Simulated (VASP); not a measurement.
## Ti: single point with LDA

Ti:

```
Ti
1.0
     4.26792    0.00000    0.00000
    -2.13396    3.69613    0.00000
     0.00000    0.00000    2.65424
Ti
3
Cartesian
  -2.1340 3.6961 0.0000
  0.0000 2.4641 1.3271
  2.1340 1.2320 1.3271
```

This cell differs from its parent crystal: volume scaled by 0.88.

```yaml
Program: VASP 6.6.1
Task: single point
Functional: LDA
Potentials_or_basis: VASP PAW LDA potentials, release 64 (Ti_sv)
Cutoff: 520 eV
k_mesh: 9 × 9 × 13
Occupations: fermi-dirac, width 0.1 eV
Spin: no spin polarisation
Dipole_correction: no
Further_INCAR_settings: ALGO = Normal; EDIFF = 1e-06; NBANDS = 25
```

| Item | Value |
| --- | --- |
| Pressure | 20.1 GPa |
| Band gap on the k mesh | zero (band 18 reaches 10.81 eV, above the bottom of band 19 at 10.30 eV) |

Stress tensor (GPa, compression positive):
```
19.67  0.00  0.00
 0.00 19.67  0.00
 0.00  0.00 20.87
```

Levels at points of the mesh, in eV from the Fermi level:
```csv
k point,band 15,band 16,band 17,band 18,band 19,band 20,band 21,band 22
"(0.00, 0.00, 0.00)",-0.66,-0.66,-0.55,-0.55,0.04,0.81,1.54,1.54
```

Run time: 31 s on 1 thread of Intel(R) Xeon(R) 6975P-C (Granite Rapids), with other jobs on the host, peak memory 0.18 GiB.
